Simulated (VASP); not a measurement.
The system is Y.

```
CELL_PARAMETERS angstrom
-2.02000 2.02000 2.02000
2.02000 -2.02000 2.02000
2.02000 2.02000 -2.02000
ATOMIC_POSITIONS crystal
Y 0.00000 0.00000 0.00000
```

This isn't the form of Y at room conditions, which is hcp.

- Program: VASP 6.6.1
- Task: relaxation of cell and atoms
- Functional: r2SCAN
- Potentials or basis: VASP PAW PBE potentials, release 64 (Y_sv)
- Cutoff: 550 eV
- k mesh: 9 × 9 × 9
- Occupations: fermi-dirac, width 0.1 eV
- Spin: no spin polarisation

At the start: pressure 1.0 GPa; volume 32.97 Å³/atom.

Question: Where does the relaxation end?

Answer: Over 3 steps the energy falls by 2.3 meV/atom and the volume is 33.77 Å³/atom (+2.4 %); space group Im-3m (No. 229, to 0.1 Å) before and after.

Step by step:
| step | energy change (eV) | largest force (eV/Å) | pressure (GPa) | volume (Å³) |
| --- | --- | --- | --- | --- |
| 1 | 0.0000 | 0.0000 | 0.95 | 32.97 |
| 2 | -0.0023 | 0.0000 | -0.16 | 33.91 |
| 3 | -0.0023 | 0.0000 | 0.00 | 33.77 |

Final structure:
```
Y
1.0
    -2.03627    2.03627    2.03627
     2.03627   -2.03627    2.03627
     2.03627    2.03627   -2.03627
Y
1
Direct
  0.00000 0.00000 0.00000
```

Caveat: the PAW data sets were made with another functional, which shifts forces and pressure a little.
